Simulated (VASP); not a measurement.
A run of VASP 6.6.1:

INCAR

```
ALGO = Normal ; EDIFF = 1E-6
ENCUT = 500 ; GGA = CA
GGA_COMPAT = False ; ISIF = 2
ISMEAR = 0 ; LASPH = True
LCHARG = False ; LREAL = False
LWAVE = False ; NBANDS = 17
NELM = 120 ; PREC = Accurate
SIGMA = 0.01
```

Contents of KPOINTS:

```
k-points
0
Gamma
  6 6 6
```

File POSCAR:

```
TlBr
1.0
    3.9451847160      0.0000000000      0.0000000000
    0.0000000000      3.9451847160      0.0000000000
    0.0000000000      0.0000000000      3.9451847160
Tl Br
1 1
Direct
    0.0000000000      0.0000000000      0.0000000000
    0.5000000000      0.5000000000      0.5000000000
```

Potentials or basis: VASP PAW LDA potentials, release 64 (Tl_d, Br).

Command:

```bash
$ cat potpaw_LDA.64/Tl_d/POTCAR potpaw_LDA.64/Br/POTCAR > POTCAR
$ mpirun -np 1 vasp_std > vasp.out
```

Hardware: 1 thread of Intel(R) Xeon(R) Platinum 8488C (Sapphire Rapids) (shared host).

Task: How long does it take, and how much memory?

Result: Run time: 8.4 s on 1 thread of Intel(R) Xeon(R) Platinum 8488C (Sapphire Rapids), on a shared host, peak memory 0.15 GiB. Counts: scf iterations 12, k points 20.
